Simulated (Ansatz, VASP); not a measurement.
CsPbCl3: VASP beside Ansatz

```
Cs Pb Cl
1.0
     5.80002    0.00000    0.00000
     0.00000    5.80002    0.00000
     0.00000    0.00000    5.80002
Cs Pb Cl
1 1 3
Direct
  0.00000 0.00000 0.00000
  0.50000 0.50000 0.50000
  0.50000 0.50000 0.00000
  0.00000 0.50000 0.50000
  0.50000 0.00000 0.50000
```

Alike in both runs: task single point; functional PBEsol; k mesh 6 × 6 × 6; occupations gaussian, width 0.02 eV; no spin polarisation.

|  | VASP | Ansatz |
| --- | --- | --- |
| version | VASP 6.6.1 | Ansatz 0.2.0 |
| potentials or method | VASP PAW PBE potentials, release 64 (Cs_sv, Pb_d, Cl), cutoff 520 eV | scalar-relativistic, plane waves, PAW |
| valence electrons in the cell | 44 | 44 |

|  | VASP | Ansatz | Ansatz less VASP |
| --- | --- | --- | --- |
| gap on the k mesh at the Fermi level (eV) | 2.20 | 2.20 | -0.005 |
| least direct gap on the mesh (eV) | 2.20 | 2.20 | -0.005 |
| pressure (GPa) | -1.9 | -1.9 | +0.04 |

VASP's potentials were made for PBE, not for PBEsol.

Neither program's run includes spin-orbit coupling.
